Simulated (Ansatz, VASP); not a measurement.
Two plane-wave programs on Ru

```
CELL_PARAMETERS angstrom
-1.49334 1.49334 1.49334
1.49334 -1.49334 1.49334
1.49334 1.49334 -1.49334
ATOMIC_POSITIONS crystal
Ru 0.00000 0.00000 0.00000
```

Alike in both runs: task relaxation of cell and atoms; functional PBEsol; k mesh 19 × 19 × 19; occupations fermi-dirac, width 0.1 eV; no spin polarisation.

|  | VASP | Ansatz |
| --- | --- | --- |
| version | VASP 6.6.1 | Ansatz 0.2.0 |
| potentials or method | VASP PAW PBE potentials, release 64 (Ru_pv) | PAW with Ansatz's default frozen-core files, scalar-relativistic |
| plane-wave cutoff (eV) | 600 | 420 |
| valence electrons in the cell | 14 | 16 |

```csv
,VASP,Ansatz,Ansatz less VASP
relaxed volume (Å³/atom),13.77,13.77,+0.004
relaxed cell length with the largest relative difference (Å),2.615,2.615,+0.0002
```

VASP's potentials were made for PBE, not for PBEsol. VASP's potentials hold 14 valence electrons a cell and Ansatz's 16, so a difference there can come from the potentials and not from the codes.
